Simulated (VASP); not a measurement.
# Sn8O14F (a cell with a defect) in VASP: notebook, part 2 of 2

VASP 6.6.1. Earlier steps stand in the parts before.

**3. Single point, PBE**

INCAR

```
PREC = Accurate
ENCUT = 520
EDIFF = 1E-6
ISMEAR = 0
SIGMA = 0.02
LREAL = Auto
LASPH = True
NELM = 100
ALGO = Normal
ISIF = 2
LWAVE = False
LCHARG = True
GGA = PE
LELF = True
LVHAR = True
NELECT = 202.0
NBANDS = 118
```

KPOINTS

```
regular mesh
0
Gamma
  2 2 2
```

POSCAR

```
Sn8O14F
1.0
   -4.7380000000     -4.7380000000      0.0000000000
    4.7380000000     -4.7380000000      0.0000000000
    0.0000000000      0.0000000000      6.3730000000
Sn O F
8 14 1
Direct
    0.5035143520      0.5057891515      0.0002954652
    0.0263833896      0.4936602997      0.2491440452
    0.5061111228      0.5058278810      0.4969293896
   -0.0087798649      0.4934622203      0.7487072023
   -0.0966047911     -0.0169279232      0.0147795387
    0.3928678767      0.0083248206      0.2825548407
   -0.0068686154     -0.0054148375      0.5086502432
    0.5682420853      0.0079373153      0.7169315864
    0.2003468763      0.4910539257     -0.0148650557
    0.0639573660      0.1756684255      0.2424217794
    0.8107506332      0.5078335796      0.0171758983
    0.0639715070      0.8101173491      0.2490913228
    0.2010647953      0.4894001688      0.5125355406
   -0.0404548333      0.1887534825      0.7535658246
    0.8127465175      0.5019261292      0.4812910717
   -0.0121378219      0.7997539046      0.7539154244
    0.4776222035      0.7077944280      0.2498708614
    0.4865878008      0.3023528915      0.2496075632
    0.6929811102     -0.0012516885      0.4352162247
    0.5224058675      0.7035369354      0.7472592186
    0.2961939637      0.0113045589      0.5685801036
    0.5276112284      0.3092851414      0.7483809823
    0.4408590122      0.0040582524     -0.0091824886
```

Potentials or basis: VASP PAW PBE potentials, release 64 (Sn_d, O, F).

The run is started by

```bash
> cat potpaw_PBE.64/Sn_d/POTCAR potpaw_PBE.64/O/POTCAR potpaw_PBE.64/F/POTCAR > POTCAR
> mpirun -np 1 vasp_std > vasp.out
```

OUTCAR:

```text
PREC = Accurate
   ENCUT = 520
   EDIFF = 1E-6
   ISMEAR = 0
   LREAL = Auto
   LASPH = True
   NELM = 100
   ISIF = 2
   GGA = PE
   NELECT = 202.0

 ion  position               nearest neighbor table
   1  0.504  0.506  0.000-   9 2.04  11 2.06  22 2.08  20 2.09  17 2.10  18 2.10   3 3.17   3 3.21
                             2 3.57   4 3.64
   2  0.026  0.494  0.249-  13 2.05   9 2.05  15 2.06  11 2.07  12 2.14  10 2.15   4 3.19   4 3.20
                             1 3.57   3 3.58   5 3.70   7 3.74   7 3.75
   3  0.506  0.506  0.497-  13 2.05  15 2.06  20 2.08  22 2.08  17 2.08  18 2.09   1 3.17   1 3.21
                             2 3.58   4 3.63   8 3.64   8 3.67   6 3.68   6 3.71
   4  0.991  0.493  0.749-  16 2.05  14 2.05   9 2.06  13 2.06  15 2.08  11 2.10   2 3.19   2 3.20
                             3 3.63   1 3.64   7 3.68   7 3.69   5 3.74
   5  0.903  0.983  0.015-  16 2.14  12 2.17  14 2.19  10 2.22   8 2.95   7 3.21   7 3.28   2 3.70
                             6 3.70   4 3.74
   6  0.393  0.008  0.283-  23 1.89  21 1.93  18 2.08  17 2.10  19 2.23  10 2.49  12 2.58   8 3.01
                             7 3.04   3 3.68   5 3.70   3 3.71
   7  0.993  0.995  0.509-  16 2.04  14 2.04  19 2.07  21 2.07  12 2.12  10 2.14   6 3.04   8 3.14
                             5 3.21   5 3.28   4 3.68   4 3.69   2 3.74   2 3.75
   8  0.568  0.008  0.717-  23 1.94  19 1.98  22 2.05  21 2.05  20 2.07   5 2.95   6 3.01   7 3.14
                             3 3.64   3 3.67
   9  0.200  0.491  0.985-   1 2.04   2 2.05   4 2.06
  10  0.064  0.176  0.242-   7 2.14   2 2.15   5 2.22   6 2.49
  11  0.811  0.508  0.017-   1 2.06   2 2.07   4 2.10
  12  0.064  0.810  0.249-   7 2.12   2 2.14   5 2.17   6 2.58
  13  0.201  0.489  0.513-   2 2.05   3 2.05   4 2.06
  14  0.960  0.189  0.754-   7 2.04   4 2.05   5 2.19
  15  0.813  0.502  0.481-   3 2.06   2 2.06   4 2.08
  16  0.988  0.800  0.754-   7 2.04   4 2.05   5 2.14
  17  0.478  0.708  0.250-   3 2.08   1 2.10   6 2.10
  18  0.487  0.302  0.250-   6 2.08   3 2.09   1 2.10
  19  0.693  0.999  0.435-   8 1.98   7 2.07   6 2.23
  20  0.522  0.704  0.747-   8 2.07   3 2.08   1 2.09
  21  0.296  0.011  0.569-   6 1.93   8 2.05   7 2.07
  22  0.528  0.309  0.748-   8 2.05   3 2.08   1 2.08
[... 191 lines left out ...]
   IVDW    =     0    specifies the selected vdW correction
   LEPSILON=     F    determine dielectric tensor
   LRPA    =     F    only Hartree local field effects (RPA)
 non-spin polarized calculation
 Gauss-broadening in eV      SIGMA  =   0.02
  energy-cutoff  :      520.00
  volume of cell :      286.13
 maximum number of plane-waves:      7760
 NGX is ok and might be reduce to    50
   NGX = 25   NGY = 25   NGZ = 23

 number of electron     201.9999950 magnetization

 Free energy of the ion-electron system (eV)
  ---------------------------------------------------
  ext. energy  EPLUGINS =         0.00000000
  ---------------------------------------------------
  free energy    TOTEN  =      -142.97287421 eV

  energy without entropy =     -142.97287421  energy(sigma->0) =     -142.97287421

 E-fermi :   6.9854     XC(G=0): -11.0659

 val. band max:        6.8293342554   @ k =   0.5000   0.5000   0.5000
 cond. band min:       8.0748212493   @ k =   0.0000   0.0000   0.0000
 fundamental gap:      1.2454869940
 Fermi energy:         6.9854274366

 k-point     1 :       0.0000    0.0000    0.0000
  band No.  band energies     occupation
      1     -19.1676      2.00000
      2     -15.4404      2.00000
      3     -15.0464      2.00000
      4     -14.8444      2.00000
      5     -14.7870      2.00000
      6     -14.7705      2.00000
[... 917 lines left out ...]
    112      13.8036      0.00000
    113      14.0334      0.00000
 [bands above 113 left out]

------------------------ aborting loop because EDIFF is reached ----------------------------------------

  FORCE on cell =-STRESS in cart. coord.  units (eV):
  Direction    XX          YY          ZZ          XY          YZ          ZX
  --------------------------------------------------------------------------------------
  -------------------------------------------------------------------------------------
  Total        0.6622903      0.7351904     20.0391266      5.6815390      5.1325575      4.5613758
  in kB        3.7084714      4.1166729    112.2083936     31.8135802     28.7395776     25.5412654
  external PRESSURE =      40.0111793 kB  Pullay stress =       0.0000000 kB

 VOLUME and BASIS-vectors are now :
 -----------------------------------------------------------------------------
  energy-cutoff  :      520.00
  volume of cell :      286.13
      direct lattice vectors                 reciprocal lattice vectors
    -4.738000000 -4.738000000  0.000000000    -0.105529759 -0.105529759  0.000000000
     4.738000000 -4.738000000  0.000000000     0.105529759 -0.105529759  0.000000000
     0.000000000  0.000000000  6.373000000     0.000000000  0.000000000  0.156911972

 POSITION                                       TOTAL-FORCE (eV/Angst)
 -----------------------------------------------------------------------------------
      0.01078     -4.78208      0.00188        -0.014720     -0.023381     -0.049804
      2.21396     -2.46397      1.58780        -0.031875     -0.007807     -0.028651
     -0.00134     -4.79457      3.16693        -0.046163     -0.042851      0.010193
     -2.35838     -7.03442      4.77151        -0.007916     -0.044885      0.002210
      0.37751     -8.93808      0.09419         0.180267      0.129085      0.042172
     -1.82196     -1.90085      1.80072        -0.269194     -0.246633      0.429154
[... 15 lines left out ...]
     -1.03443     -3.96522      4.76943        -0.071597     -0.070996     -0.020565
     -2.06956     -2.10802      6.31448         1.268164      1.291675     -0.434719
 -----------------------------------------------------------------------------------
    total drift:                               -0.002657     -0.016245     -0.009610

  FREE ENERGIE OF THE ION-ELECTRON SYSTEM (eV)
  ---------------------------------------------------
  free  energy   TOTEN  =      -142.9728742060 eV

  energy  without entropy=     -142.9728742060  energy(sigma->0) =     -142.97287421
```

OSZICAR:

```text
N       E                     dE             d eps       ncg     rms          rms(c)
DAV:   1     0.384680707058E+04    0.38468E+04   -0.85018E+04  2060   0.274E+03
DAV:   2     0.838482754420E+03   -0.30083E+04   -0.28819E+04  1888   0.875E+02
DAV:   3    -0.583383012231E+02   -0.89682E+03   -0.86128E+03  2088   0.333E+02
DAV:   4    -0.161309844098E+03   -0.10297E+03   -0.10127E+03  2216   0.123E+02
DAV:   5    -0.165251888007E+03   -0.39420E+01   -0.39082E+01  2192   0.246E+01    0.297E+01
DAV:   6    -0.142469442144E+03    0.22782E+02   -0.85704E+01  2904   0.714E+01    0.107E+01
DAV:   7    -0.143109115753E+03   -0.63967E+00   -0.10618E+01  2072   0.105E+01    0.656E+00
DAV:   8    -0.143044195005E+03    0.64921E-01   -0.16545E+00  2648   0.717E+00    0.185E+00
DAV:   9    -0.142965136852E+03    0.79058E-01   -0.35749E-01  2744   0.444E+00    0.397E-01
DAV:  10    -0.142971917422E+03   -0.67806E-02   -0.73062E-02  2264   0.116E+00    0.272E-01
DAV:  11    -0.142972520547E+03   -0.60313E-03   -0.41140E-03  2584   0.409E-01    0.165E-01
DAV:  12    -0.142972850233E+03   -0.32969E-03   -0.23530E-03  2712   0.268E-01    0.487E-02
DAV:  13    -0.142972874027E+03   -0.23794E-04   -0.29625E-04  2416   0.949E-02    0.280E-02
DAV:  14    -0.142972873470E+03    0.55724E-06   -0.14853E-04  2528   0.645E-02    0.130E-02
DAV:  15    -0.142972874939E+03   -0.14690E-05   -0.23163E-05  2240   0.222E-02    0.961E-03
DAV:  16    -0.142972874206E+03    0.73263E-06   -0.72707E-06  2000   0.141E-02
   1 F= -.14297287E+03 E0= -.14297287E+03  d E =-.495809E-29
```

stdout:

```text
POSCAR found type information on POSCAR SnO F
 POSCAR found :  3 types and      23 ions
 scaLAPACK will be used
 LDA part: xc-table for (Slater+PW92), standard interpolation
 POSCAR, INCAR and KPOINTS ok, starting setup
 FFT: planning ... GRIDC
 FFT: planning ... GRID_SOFT
 FFT: planning ... GRID
 WAVECAR not read
 entering main loop
 the old and the new charge density differ
 old charge density:   203.00000 new  201.99999
    0.297E+01
```

Run time: 6.3 min. Hardware: 1 thread of Intel Xeon Platinum 8259CL at 2.50GHz (Skylake/Cascade Lake), shared host; peak memory 0.44 GiB.

What came out:

| Item | Value |
| --- | --- |
| Free energy | -142.9729 eV |
| Largest force | 1.862 eV/Å |

Forces on the atoms (eV/Å):
```
Sn  -0.015 -0.023 -0.050
Sn  -0.032 -0.008 -0.029
Sn  -0.046 -0.043  0.010
Sn  -0.008 -0.045  0.002
Sn   0.180  0.129  0.042
Sn  -0.269 -0.247  0.429
Sn  -0.123 -0.116 -0.041
Sn  -0.320 -0.327  0.128
O   -0.036 -0.037 -0.013
O   -0.059 -0.040 -0.037
O   -0.020 -0.001  0.004
O   -0.010 -0.024 -0.067
O   -0.033 -0.057 -0.014
O   -0.015 -0.026 -0.004
O   -0.024 -0.023 -0.018
O    0.026  0.002  0.039
O   -0.043 -0.072 -0.006
O   -0.081 -0.055 -0.015
O   -0.065 -0.074 -0.118
O   -0.092 -0.059 -0.027
O   -0.112 -0.078  0.237
O   -0.072 -0.071 -0.021
F    1.268  1.292 -0.435
```

Caveat: the k points lie up to 0.49 Å⁻¹ apart; the cell carries a net charge on a neutralising background, which shifts energy and pressure; the cell is charged against a uniform background, so pressure and absolute levels hang on convention; spin-orbit coupling is left out, which moves the levels of the heavy elements.
